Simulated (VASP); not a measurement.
# Cs (Fm-3m) in VASP: further runs, part 2 of 2

VASP 6.6.1. The steps go on from the part before.

## Step 4: Relaxation of cell and atoms, PBEsol, target pressure 10 GPa, at which the enthalpy is minimised

Contents of INCAR:

```
SYSTEM = Cs
ALGO = Normal
EDIFF = 1E-6
EDIFFG = -0.005
ENCUT = 600
GGA = PS
IBRION = 2
ISIF = 3
ISMEAR = -1
LASPH = .TRUE.
LCHARG = .FALSE.
LREAL = .FALSE.
LWAVE = .FALSE.
NELM = 80
NSW = 80
PREC = Accurate
PSTRESS = 100.0
SIGMA = 0.05
```

Contents of KPOINTS:

```
k-points
0
G
  6 6 6
  0 0 0
```

Contents of POSCAR:

```
Cs
1.0
    0.0000000000      3.9483357400      3.9483357400
    3.9483357400      0.0000000000      3.9483357400
    3.9483357400      3.9483357400      0.0000000000
Cs
1
Direct
    0.0000000000      0.0000000000      0.0000000000
```

Potentials or basis: VASP PAW PBE potentials, release 64 (Cs_sv).

Started as:

```sh
$ cat potpaw_PBE.64/Cs_sv/POTCAR > POTCAR
$ mpirun -np 1 vasp_std > vasp.out
```

OUTCAR:

```text
SYSTEM = Cs
   EDIFF = 1E-6
   EDIFFG = -0.005
   ENCUT = 600
   GGA = PS
   IBRION = 2
   ISIF = 3
   ISMEAR = -1
   LASPH = .TRUE.
   LREAL = .FALSE.
   NELM = 80
   NSW = 80
   PREC = Accurate
   PSTRESS = 100.0

 ion  position               nearest neighbor table
   1  0.000  0.000  0.000-

  LATTYP: Found a face centered cubic cell.
 ALAT       =     7.8966714800

  Lattice vectors:

 A1 = (   0.0000000000,   3.9483357400,   3.9483357400)
 A2 = (   3.9483357400,   0.0000000000,   3.9483357400)
 A3 = (   3.9483357400,   3.9483357400,   0.0000000000)

Analysis of symmetry for initial positions (statically):
=====================================================================
 Subroutine PRICEL returns:
 Original cell was already a primitive cell.

 Routine SETGRP: Setting up the symmetry group for a
 face centered cubic supercell.

[... 161 lines left out ...]
 cond. band min:       0.2009756527   @ k =   0.5000   0.0000   0.0000
 fundamental gap:      0.0558552148
 Fermi energy:         0.1889094687

 k-point     1 :       0.0000    0.0000    0.0000
  band No.  band energies     occupation
      1     -23.6698      2.00000
      2     -10.3996      2.00000
      3     -10.3996      2.00000
      4     -10.3996      2.00000
      5      -1.3989      2.00000
      6       2.6337      0.00000
      7       2.6337      0.00000
      8       2.6337      0.00000
[... 347 lines left out ...]
--------------------------------------- Ionic step        6  -------------------------------------------

 number of electron       9.0000000 magnetization

 Free energy of the ion-electron system (eV)
  ---------------------------------------------------
  ext. energy  EPLUGINS =         0.00000000
  ---------------------------------------------------
  free energy    TOTEN  =         0.19302412 eV

  energy without entropy =        0.20660875  energy(sigma->0) =        0.19981643

 E-fermi :   6.1927     XC(G=0): -10.0715

 val. band max:        6.1513161220   @ k =   0.5000   0.1667   0.0000
 cond. band min:       6.2823618701   @ k =   0.5000   0.3333   0.0000
 fundamental gap:      0.1310457481
 Fermi energy:         6.1926874853

 k-point     1 :       0.0000    0.0000    0.0000
  band No.  band energies     occupation
      1     -18.7046      2.00000
      2      -3.1090      2.00000
      3      -3.1090      2.00000
      4      -3.1090      2.00000
      5       4.9369      2.00000
      6       9.0517      0.00000
      7       9.0517      0.00000
      8       9.0517      0.00000
[... 195 lines left out ...]
  energy  without entropy=        0.2066087453  energy(sigma->0) =        0.19981643

  enthalpy is  TOTEN    =         2.2342573658 eV   P V=        2.0412332473

 reached required accuracy - stopping structural energy minimisation
```

CONTCAR:

```text
Cs
   1.00000000000000
     0.0000000000000000    2.5381916246577054    2.5381916246577054
     2.5381916246577054    0.0000000000000000    2.5381916246577054
     2.5381916246577054    2.5381916246577054   -0.0000000000000000
  Cs
     1
Direct
     0.0000000000000000    0.0000000000000000    0.0000000000000000

  0.00000000E+00  0.00000000E+00  0.00000000E+00
```

Run time: 50 s. Hardware: 1 thread of Intel Xeon 6975P-C (Granite Rapids), shared host; peak memory 0.36 GiB.

What came out:

```yaml
Free_energy: 0.1930 eV
Relaxed_volume: 32.70 Å³/atom
Relaxed_cell: a = 3.590 Å, b = 3.590 Å, c = 3.590 Å, α = 60.00°, β = 60.00°, γ = 60.00°
Space_group_after_relaxing_to_0.05_Å: Fm-3m (No. 225)
Energy_change_on_relaxing_the_enthalpy_is_what_falls: +1122.3 meV/atom
Ionic_steps: 6
Pressure_after_relaxing: 10.0 GPa
```

Step by step:
```
step  energy change (eV)  largest force (eV/Å)  pressure (GPa)  volume (Å³)
   1              0.0000                0.0000           -0.19       123.10
   2              1.3462                0.0000           13.64        29.64
   3              1.0925                0.0000            9.40        33.20
   4              1.1604                0.0000           10.81        32.12
   5              1.1120                0.0000            9.77        32.87
   6              1.1223                0.0000            9.98        32.70
```

Final structure:
```yaml
crystal:
  lattice:
    - [0.00000, 2.53819, 2.53819]
    - [2.53819, 0.00000, 2.53819]
    - [2.53819, 2.53819, 0.00000]
  atoms:
    - { symbol: Cs, position: [0.00000, 0.00000, 0.00000] }
```

Caveat: the cell is relaxed towards a set pressure, so the enthalpy falls and the energy may rise; the volume moved by over 15 % at a fixed basis, so the end points are rough; the PAW data sets were made with another functional, which shifts forces and pressure a little; spin-orbit coupling is left out, which moves the levels of the heavy elements.

## Step 5: Relaxation of cell and atoms, PBEsol, target pressure 20 GPa, at which the enthalpy is minimised

Contents of INCAR:

```
PREC = Accurate
ENCUT = 600
EDIFF = 1E-6
ISMEAR = -1
SIGMA = 0.05
LREAL = False
LASPH = True
NELM = 60
ALGO = Normal
ISIF = 3
LWAVE = False
LCHARG = False
GGA = PS
IBRION = 2
NSW = 80
EDIFFG = -0.005
PSTRESS = 200.0
```

Contents of KPOINTS:

```
Automatic mesh
0
Gamma
  6 6 6
```

POSCAR is that of step 4.

Potentials or basis: VASP PAW PBE potentials, release 64 (Cs_sv).

Started as:

```sh
$ cat potpaw_PBE.64/Cs_sv/POTCAR > POTCAR
$ mpirun -np 1 vasp_std > vasp.out
```

OUTCAR:

```text
PREC = Accurate
   ENCUT = 600
   EDIFF = 1E-6
   ISMEAR = -1
   LREAL = False
   LASPH = True
   NELM = 60
   ISIF = 3
   GGA = PS
   IBRION = 2
   NSW = 80
   EDIFFG = -0.005
   PSTRESS = 200.0

 ion  position               nearest neighbor table
   1  0.000  0.000  0.000-

  LATTYP: Found a face centered cubic cell.
 ALAT       =     7.8966714800

  Lattice vectors:

 A1 = (   0.0000000000,   3.9483357400,   3.9483357400)
 A2 = (   3.9483357400,   0.0000000000,   3.9483357400)
 A3 = (   3.9483357400,   3.9483357400,   0.0000000000)

Analysis of symmetry for initial positions (statically):
=====================================================================
 Subroutine PRICEL returns:
 Original cell was already a primitive cell.
[... 169 lines left out ...]
  in kB       -1.9436321     -1.9436321     -1.9436321      0.0000000      0.0000000      0.0000000
  external PRESSURE =    -201.9436321 kB  Pullay stress =     200.0000000 kB
[... 819 lines left out ...]
 k-point    16 :      -0.3333    0.5000    0.1667
  band No.  band energies     occupation
      1     -18.1706      2.00000
      2      -6.5984      2.00000
      3      -5.6884      2.00000
      4      -5.2569      2.00000
      5       5.0501      1.99995
      6       6.2326      0.00000
      7       9.7855      0.00000
      8      10.6781      0.00000

[... ionic steps 4 to 18 ...]

--------------------------------------- Ionic step       19  -------------------------------------------

 number of electron       9.0000000 magnetization

------------------------ aborting loop because EDIFF is reached ----------------------------------------
[... 69 lines left out ...]
--------------------------------------- Ionic step       21  -------------------------------------------

 number of electron       9.0000000 magnetization

 Free energy of the ion-electron system (eV)
  ---------------------------------------------------
  ext. energy  EPLUGINS =         0.00000000
  ---------------------------------------------------
  free energy    TOTEN  =         0.65030867 eV

  energy without entropy =        0.66542388  energy(sigma->0) =        0.65786627

 E-fermi :   7.5507     XC(G=0): -10.9456

 val. band max:        7.4886457162   @ k =   0.5000   0.1667   0.0000
 cond. band min:       7.5695304897   @ k =   0.5000   0.3333   0.0000
 fundamental gap:      0.0808847735
 Fermi energy:         7.5507333839
[... 206 lines left out ...]
  energy  without entropy=        0.6654238761  energy(sigma->0) =        0.65786627

  enthalpy is  TOTEN    =         4.0691095693 eV   P V=        3.4188009005

 reached required accuracy - stopping structural energy minimisation
```

Run time: 3.4 min. Hardware: 1 thread of Intel Xeon 6975P-C (Granite Rapids), shared host; peak memory 0.98 GiB.

Results:

| Quantity | Value |
| --- | --- |
| Free energy | 0.6503 eV |
| Relaxed volume | 27.39 Å³/atom |
| Relaxed cell | a = 3.383 Å, b = 3.383 Å, c = 3.383 Å, α = 60.00°, β = 60.00°, γ = 60.00° |
| Space group after relaxing (to 0.05 Å) | Fm-3m (No. 225) |
| Energy change on relaxing (the enthalpy is what falls) | +1579.6 meV/atom |
| Ionic steps | 21 |
| Pressure after relaxing | 20.0 GPa |

The path:
| step | energy change (eV) | largest force (eV/Å) | pressure (GPa) | volume (Å³) |
| --- | --- | --- | --- | --- |
| 1 | 0.0000 | 0.0000 | -0.19 | 123.10 |
| 2 | 639.9394 | 0.0000 | 96001.99 | 1.96 |
| 3 | -0.0037 | 0.0000 | -0.14 | 119.53 |
| 4 | -0.0062 | 0.0000 | -0.10 | 116.17 |
| 5 | 0.8039 | 0.0000 | 5.15 | 39.67 |
| 6 | 11.6974 | 0.0000 | 384.48 | 12.66 |
| 7 | 0.9646 | 0.0000 | 7.95 | 35.55 |
| 8 | 1.6642 | 0.0000 | 22.62 | 26.74 |
| 9 | 1.5204 | 0.0000 | 18.37 | 27.88 |
| 10 | 1.5226 | 0.0000 | 18.43 | 27.86 |
| 11 | 1.5292 | 0.0000 | 18.61 | 27.81 |
| 12 | 1.5292 | 0.0000 | 18.61 | 27.81 |
| 13 | 1.5295 | 0.0000 | 18.60 | 27.80 |
| 14 | 1.5299 | 0.0000 | 18.59 | 27.80 |
| 15 | 1.5308 | 0.0000 | 18.66 | 27.79 |
| 16 | 1.5327 | 0.0000 | 18.70 | 27.78 |
| 17 | 1.5363 | 0.0000 | 18.81 | 27.74 |
| 18 | 1.5437 | 0.0000 | 19.01 | 27.68 |
| 19 | 1.5587 | 0.0000 | 19.42 | 27.56 |
| 20 | 1.5895 | 0.0000 | 20.27 | 27.31 |
| 21 | 1.5796 | 0.0000 | 20.00 | 27.39 |

Final structure:
```
Cs
1.0
     0.00000    2.39244    2.39244
     2.39244    0.00000    2.39244
     2.39244    2.39244    0.00000
Cs
1
Cartesian
  0.0000 0.0000 0.0000
```

Levels at points of the mesh, in eV from the Fermi level:
```
           k point  band 2  band 3  band 4  band 5  band 6  band 7  band 8
(0.00, 0.00, 0.00)   -8.71   -8.71   -8.71   -0.16    3.00    3.00    3.00
(0.50, 0.00, 0.00)  -14.26   -9.42   -9.42   -0.71    2.45    2.45    5.64
(0.50, 0.50, 0.00)  -13.81  -10.79  -10.79   -2.50   -1.68   10.62   12.45
```

Caveat: the cell is relaxed towards a set pressure, so the enthalpy falls and the energy may rise; the volume moved by over 15 % at a fixed basis, so the end points are rough; the PAW data sets were made with another functional, which shifts forces and pressure a little; spin-orbit coupling is left out, which moves the levels of the heavy elements.

## Step 6: Overview

```tsv
cell	gap on the mesh (eV)	pressure (GPa)
relaxed	none	0.0
relaxed to 5 GPa	none	5.0
relaxed to 10 GPa	none	10.0
relaxed to 20 GPa	none	20.0
```

Alike in all rows: task relaxation of cell and atoms; level PBEsol; potentials or basis VASP PAW PBE potentials, release 64 (Cs_sv); no spin polarisation; k mesh 6 × 6 × 6; cutoff (eV) 600; smearing fermi-dirac 0.05 eV.

Caveats: the PAW data sets were made with another functional, which shifts forces and pressure a little; spin-orbit coupling is left out, which moves the levels of the heavy elements; the cell is relaxed towards a set pressure, so the enthalpy falls and the energy may rise (some runs); the volume moved by over 15 % at a fixed basis, so the end points are rough (some runs).

Total energies depend on the potentials used, so only differences within one code and one set of settings carry meaning.
